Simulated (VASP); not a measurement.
A run of VASP 6.6.1 is set up as follows.

The input POSCAR:

```
PbSe
1.0
    0.0000000000      3.0621500000      3.0621500000
    3.0621500000      0.0000000000      3.0621500000
    3.0621500000      3.0621500000      0.0000000000
Pb Se
1 1
Direct
    0.0000000000      0.0000000000      0.0000000000
    0.5408209918      0.5408209918      0.4591790082
```

Contents of INCAR.step1:

```
SYSTEM = PbSe
PREC = Accurate
ENCUT = 520
ISMEAR = 0
SIGMA = 0.05
LREAL = .False.
LASPH = .True.
NELM = 100
NBANDS = 17
GGA = PE
ALGO = Normal
EDIFF = 1E-4
LWAVE = .True.
LCHARG = .False.
```

The input INCAR.step2:

```
SYSTEM = PbSe
PREC = Accurate
ENCUT = 520
EDIFF = 1E-6
ISMEAR = 0
SIGMA = 0.05
LREAL = .False.
LASPH = .True.
NELM = 100
ALGO = Normal
ISIF = 2
LWAVE = .False.
LCHARG = .False.
METAGGA = R2SCAN
LMIXTAU = .True.
NBANDS = 17
ISTART = 1
```

KPOINTS

```
regular mesh
0
Gamma
  10 10 10
  0 0 0
```

Potentials or basis: VASP PAW PBE potentials, release 64 (Pb_d, Se).

Command:

```sh
$ cat potpaw_PBE.64/Pb_d/POTCAR potpaw_PBE.64/Se/POTCAR > POTCAR
$ cp INCAR.step1 INCAR
$ mpirun -np 1 vasp_std > vasp.out
$ cp INCAR.step2 INCAR
$ mpirun -np 1 vasp_std > vasp.out
```

(1) What does it give for the band gap on the k mesh?

(2) Estimate the pressure.

(3) Estimate the largest force.

## Answers

(1) 0.98 eV, direct.

(2) 2.4 GPa.

(3) 0.335 eV/Å.

Caveat: the cell differs from its parent crystal (all Se atoms moved -0.250 Å, as atom 2 towards its neighbour atom 1 (Pb) at 3.062 Å); the PAW data sets were made with another functional, which shifts forces and pressure a little; spin-orbit coupling is left out, which moves the levels of the heavy elements.
